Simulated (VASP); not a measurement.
# AlN (P1) in VASP: single point with PBE

Aim: the single point of AlN with PBE.

Everything below comes from runs of VASP 6.6.1. Logs are shortened: lines on timing, memory, paths and dates and some standing lists are left out, and cuts for length are marked.

## 1. The cell of the first run

The typed cell holds 4 atoms: a = 3.297 Å, b = 3.256 Å, c = 4.150 Å, α = 88.97°, β = 90.10°, γ = 119.26°.

## 2. Single point, PBE (atoms moved at random and the cell strained at random)

Input file INCAR:

```
SYSTEM = AlN
PREC = Accurate ; ENCUT = 520
EDIFF = 1E-6 ; ISMEAR = 0
SIGMA = 0.02 ; LREAL = .False.
LASPH = .True. ; NELM = 60
ALGO = Normal ; ISIF = 2
LWAVE = .False. ; LCHARG = .True.
GGA = PE ; LELF = .True.
LVHAR = .True. ; NBANDS = 16
```

Input file KPOINTS:

```
regular mesh
0
Gamma
  9 9 6
  0 0 0
```

Input file POSCAR:

```
AlN
1.0
    3.2967475248      0.0331211574     -0.0031133888
   -1.6196899987      2.8241359620      0.0293225777
   -0.0039363092      0.0405356098      4.1500005599
Al N
2 2
Direct
    0.3420330294      0.6172205787      0.7354569352
    0.6954413222      0.3430461418      0.2612237117
    0.3405117186      0.7133411585      0.2399917924
    0.6220139298      0.3263921210      0.7633251727
```

Potentials or basis: VASP PAW PBE potentials, release 64 (Al, N).

Launch:

```console
$ cat potpaw_PBE.64/Al/POTCAR potpaw_PBE.64/N/POTCAR > POTCAR
$ mpirun -np 1 vasp_std > vasp.out
```

OUTCAR:

```text
SYSTEM = AlN
   PREC = Accurate
   ENCUT = 520
   EDIFF = 1E-6
   ISMEAR = 0
   LREAL = .False.
   LASPH = .True.
   NELM = 60
   ISIF = 2
   GGA = PE

 ion  position               nearest neighbor table
   1  0.342  0.617  0.735-   4 1.62   4 2.03   3 2.07   4 2.08   3 2.12   2 2.67   2 2.72   2 2.80
                             2 2.82   2 2.86   2 3.03
   2  0.695  0.343  0.261-   3 1.80   3 1.86   3 2.05   4 2.08   4 2.09   1 2.67   1 2.72   1 2.80
                             1 2.82   1 2.86   1 3.03
   3  0.341  0.713  0.240-   2 1.80   2 1.86   2 2.05   1 2.07   1 2.12
   4  0.622  0.326  0.763-   1 1.62   1 2.03   2 2.08   1 2.08   2 2.09

  LATTYP: Found a triclinic cell.
 ALAT       =     3.2557640328
 B/A-ratio  =     1.0126395326
 C/A-ratio  =     1.2747239506
 COS(alpha) =     0.0017945808
 COS(beta)  =     0.0179500499
 COS(gamma) =     0.4887527627

  Lattice vectors:

 A1 = (  -1.6196899987,   2.8241359620,   0.0293225777)
 A2 = (  -3.2967475248,  -0.0331211574,   0.0031133888)
 A3 = (  -0.0039363092,   0.0405356098,   4.1500005599)

Analysis of symmetry for initial positions (statically):
=====================================================================
 Subroutine PRICEL returns:
 Original cell was already a primitive cell.

 Routine SETGRP: Setting up the symmetry group for a
 triclinic supercell.

 Subroutine GETGRP returns: Found  1 space group operations
 (whereof  1 operations were pure point group operations)
 out of a pool of  2 trial point group operations.

The static configuration has the point symmetry C_1 .

Analysis of symmetry for dynamics (positions and initial velocities):
=====================================================================
 Subroutine PRICEL returns:
 Original cell was already a primitive cell.

 Routine SETGRP: Setting up the symmetry group for a
 triclinic supercell.

 Subroutine GETGRP returns: Found  1 space group operations
 (whereof  1 operations were pure point group operations)
 out of a pool of  2 trial point group operations.

The dynamic configuration has the point symmetry C_1 .

 Subroutine INISYM returns: Found  1 space group operations
 (whereof  1 operations are pure point group operations),
 and found     1 'primitive' translations

----------------------------------------------------------------------------------------

                                     Primitive cell

  volume of cell :      38.8573

  direct lattice vectors                    reciprocal lattice vectors
     3.296747525  0.033121157 -0.003113389     0.301590059  0.172981600 -0.001403557
    -1.619689999  2.824135962  0.029322578    -0.003540622  0.352095737 -0.003442494
    -0.003936309  0.040535610  4.150000560     0.000251274 -0.002358023  0.240987094

  length of vectors
     3.296915368  3.255764033  4.150200390     0.347679691  0.352130366  0.240998761

  position of ions in fractional coordinates (direct lattice)
     0.342033029  0.617220579  0.735456935
     0.695441322  0.343046142  0.261223712
     0.340511719  0.713341159  0.239991792
     0.622013930  0.326392121  0.763325173

  ion indices of the primitive-cell ions
   primitive index   ion index
                 1           1
                 2           2
                 3           3
                 4           4

----------------------------------------------------------------------------------------

 KPOINTS: regular mesh

Automatic generation of k-mesh.
 Grid dimensions read from file:
 generate k-points for:    9    9    6

 Generating k-lattice:

  Cartesian coordinates                     Fractional coordinates (reciprocal lattice)
     0.033510007  0.019220178 -0.000155951     0.111111111 -0.000000000  0.000000000
    -0.000393402  0.039121749 -0.000382499    -0.000000000  0.111111111  0.000000000
     0.000041879 -0.000393004  0.040164516     0.000000000  0.000000000  0.166666667

  Length of vectors
     0.038631077  0.039125596  0.040166460

  Shift w.r.t. Gamma in fractional coordinates (k-lattice)
     0.000000000  0.000000000  0.000000000

 Subroutine IBZKPT returns following result:
 ===========================================

 Found    244 irreducible k-points:

 Following reciprocal coordinates:
            Coordinates               Weight
  0.000000  0.000000  0.000000      1.000000
  0.111111 -0.000000 -0.000000      2.000000
  0.222222 -0.000000  0.000000      2.000000
  0.333333 -0.000000 -0.000000      2.000000
  0.444444 -0.000000  0.000000      2.000000
 -0.000000  0.111111 -0.000000      2.000000
[... 16 lines left out ...]
 -0.111111  0.222222  0.000000      2.000000
 -0.000000  0.333333  0.000000      2.000000
 [... further k-points ...]
   k-points           NKPTS =    244   k-points in BZ     NKDIM =    244   number of bands    NBANDS=     16
   number of dos      NEDOS =    301   number of ions     NIONS =      4
   total plane-waves  NPLWV =  21504
   dimension x,y,z NGX =    28 NGY =   24 NGZ =   32
   dimension x,y,z NGXF=    56 NGYF=   48 NGZF=   64
   ions per type =               2   2
   NGX,Y,Z   is equivalent  to a cutoff of  14.12, 12.25, 12.82 a.u.
   NGXF,Y,Z  is equivalent  to a cutoff of  28.24, 24.51, 25.64 a.u.
 SYSTEM =  AlN
   PREC   = accura    normal or accurate (medium, high low for compatibility)
   ISTART =      0    job   : 0-new  1-cont  2-samecut
   ICHARG =      2    charge: 1-file 2-atom 10-const
   ISPIN  =      1    spin polarized calculation?
   LNONCOLLINEAR =      F non collinear calculations
   LSORBIT =      F    spin-orbit coupling
   LASPH  =      T    aspherical Exc in radial PAW
   ENCUT  =  520.0 eV  38.22 Ry    6.18 a.u.   6.13  6.05  7.72*2*pi/ulx,y,z
   NELM   =     60;   NELMIN=  2; NELMDL= -5     # of ELM steps
   EDIFF  = 0.1E-05   stopping-criterion for ELM
   LREAL  =      F    real-space projection
   EDIFFG = 0.1E-04   stopping-criterion for IOM
   NSW    =      0    number of steps for IOM
   IBRION =     -1    ionic relax: 0-MD 1-quasi-New 2-CG
   NFREE  =      0    steps in history (QN), initial steepest desc. (CG)
   ISIF   =      2    stress and relaxation
   ISYM   =      2    0-nonsym 1-usesym 2-fastsym
   POTIM  = 0.5000    time-step for ionic-motion
   TEBEG  =    0.0;   TEEND  =   0.0 temperature during run
   PSTRESS=    0.0 pullay stress
   NELECT =      16.0000    total number of electrons
   NUPDOWN=      -1.0000    fix difference up-down
   EMIN   =  10.00;   EMAX   =-10.00  energy-range for DOS
   EFERMI =   0.00;   METHOD = LEGACY
   ISMEAR =     0;   SIGMA  =   0.02  broadening in eV -4-tet -1-fermi 0-gaus
   EFERMI_NEDOS =   21; number of points for ismear=-14 and -15
   IALGO  =     38    algorithm
   IMIX   =      4    mixing-type and parameters
     AMIX     =   0.40;   BMIX     =  1.00
     AMIX_MAG =   1.60;   BMIX_MAG =  1.00
  volume/ion in A,a.u.               =       9.71        65.56
  Fermi-wavevector in a.u.,A,eV,Ry     =   1.217934  2.301562 20.182398  1.483364
  Thomas-Fermi vector in A             =   2.353238
   LORBIT       =      0    0 simple, 1 ext, 2 COOP (PROOUT), +10 PAW based schemes
   GGA     = PE    functional components
   LHFCALC =     F    Hartree Fock is set to
   AEXX    =    0.0000 exact exchange contribution
   IVDW    =     0    specifies the selected vdW correction
   LEPSILON=     F    determine dielectric tensor
   LRPA    =     F    only Hartree local field effects (RPA)
 non-spin polarized calculation
 Gauss-broadening in eV      SIGMA  =   0.02
  energy-cutoff  :      520.00
  volume of cell :       38.86
 maximum number of plane-waves:      1067
 NGX is ok and might be reduce to    28
   NGX = 13   NGY = 13   NGZ = 15

 number of electron      16.0000000 magnetization

 Free energy of the ion-electron system (eV)
  ---------------------------------------------------
  ext. energy  EPLUGINS =         0.00000000
  ---------------------------------------------------
  free energy    TOTEN  =       -27.96990896 eV

  energy without entropy =      -27.96990896  energy(sigma->0) =      -27.96990896

 E-fermi :   8.3137     XC(G=0): -11.2623

 val. band max:        8.1914306131   @ k =   0.0000   0.0000   0.0000
 cond. band min:      11.3551563927   @ k =   0.0000   0.0000   0.0000
 fundamental gap:      3.1637257796
 Fermi energy:         8.3136633594

 k-point     1 :       0.0000    0.0000    0.0000
  band No.  band energies     occupation
      1      -8.7763      2.00000
      2      -5.0645      2.00000
      3       1.2093      2.00000
      4       4.7107      2.00000
      5       4.9526      2.00000
      6       6.3246      2.00000
[... 8 lines left out ...]
     15      20.0196      0.00000
     16      20.3635      0.00000

 k-point     2 :       0.1111   -0.0000   -0.0000
  band No.  band energies     occupation
      1      -8.6405      2.00000
      2      -5.0529      2.00000
      3       1.3540      2.00000
      4       4.2251      2.00000
      5       4.6756      2.00000
      6       5.9853      2.00000
[... 8 lines left out ...]
     15      19.8080      0.00000
     16      20.7220      0.00000

 k-point     3 :       0.2222   -0.0000    0.0000
  band No.  band energies     occupation
      1      -8.2542      2.00000
      2      -5.0573      2.00000
      3       1.7706      2.00000
      4       2.9983      2.00000
      5       4.3167      2.00000
      6       5.2923      2.00000
[... 8 lines left out ...]
     15      19.1743      0.00000
     16      21.5793      0.00000

 k-point     4 :       0.3333   -0.0000   -0.0000
  band No.  band energies     occupation
      1      -7.6988      2.00000
      2      -5.1708      2.00000
      3       1.8681      2.00000
      4       2.3923      2.00000
      5       4.0053      2.00000
      6       4.6308      2.00000
[... 8 lines left out ...]
     15      19.9472      0.00000
     16      22.3169      0.00000
[... 324 lines left out ...]
 k-point    22 :      -0.2222    0.2222    0.0000
  band No.  band energies     occupation
      1      -8.2095      2.00000
      2      -5.0996      2.00000
      3       1.8264      2.00000
      4       3.3151      2.00000
      5       4.2300      2.00000
      6       5.0634      2.00000
[... 8 lines left out ...]
     15      18.6432      0.00000
     16      20.6436      0.00000

 k-point    23 :      -0.1111    0.2222    0.0000
  band No.  band energies     occupation
      1      -8.3374      2.00000
      2      -5.0974      2.00000
      3       1.6885      2.00000
      4       3.7003      2.00000
      5       4.1974      2.00000
      6       5.6609      2.00000
[... 8 lines left out ...]
     15      19.3994      0.00000
     16      20.0665      0.00000

 k-point    24 :      -0.0000    0.3333    0.0000
  band No.  band energies     occupation
      1      -7.5781      2.00000
      2      -5.3454      2.00000
      3       2.3754      2.00000
      4       2.5544      2.00000
      5       3.8943      2.00000
      6       4.3869      2.00000
[... 8 lines left out ...]
     15      20.4410      0.00000
     16      20.6601      0.00000

 [... further k-points ...]
[... 5 lines left out ...]
  --------------------------------------------------------------------------------------
  -------------------------------------------------------------------------------------
  Total        6.2071007      4.4082438      1.1855597     -4.4168141     -1.0101134      0.5891578
  in kB      255.9332365    181.7621723     48.8833902   -182.1155425    -41.6493317     24.2923512
  external PRESSURE =     162.1929330 kB  Pullay stress =       0.0000000 kB

 VOLUME and BASIS-vectors are now :
 -----------------------------------------------------------------------------
  energy-cutoff  :      520.00
  volume of cell :       38.86
      direct lattice vectors                 reciprocal lattice vectors
     3.296747525  0.033121157 -0.003113389     0.301590059  0.172981600 -0.001403557
    -1.619689999  2.824135962  0.029322578    -0.003540622  0.352095737 -0.003442494
    -0.003936309  0.040535610  4.150000560     0.000251274 -0.002358023  0.240987094

 POSITION                                       TOTAL-FORCE (eV/Angst)
 -----------------------------------------------------------------------------------
      0.12500      1.78426      3.06918        -6.758815      4.435926      0.611680
      1.73604      1.00243      1.09197        -1.377769      1.211247     -0.826882
     -0.03376      2.03558      1.01582         1.000765     -2.532244      1.154192
      1.51896      0.97332      3.17543         7.135820     -3.114930     -0.938990
 -----------------------------------------------------------------------------------
    total drift:                                0.000056      0.000024      0.000243

  FREE ENERGIE OF THE ION-ELECTRON SYSTEM (eV)
  ---------------------------------------------------
  free  energy   TOTEN  =       -27.9699089553 eV

  energy  without entropy=      -27.9699089553  energy(sigma->0) =      -27.96990896
```

It took 3.2 min on 1 thread of AMD EPYC 7R13, shared host; peak memory 0.22 GiB.

What came out:

```yaml
Free_energy: -27.9699 eV
Pressure: 16.2 GPa
Largest_force: 8.108 eV/Å
Band_gap_on_the_k_mesh: 3.16 eV
```

Forces on the atoms (eV/Å):
```
Al  -6.759  4.436  0.612
Al  -1.378  1.211 -0.827
N    1.001 -2.532  1.154
N    7.136 -3.115 -0.939
```

Stress tensor (GPa, compression positive):
```
 25.59 -18.21   2.43
-18.21  18.18  -4.16
  2.43  -4.16   4.89
```

Caveat: the cell differs from its parent crystal (atoms moved at random and the cell strained at random); the cell stands under pressure; an odd mesh through Γ misses points on the zone boundary, where band edges can lie; forces of over 1 eV/Å act on the atoms, so gaps and moduli don't describe the material at rest.
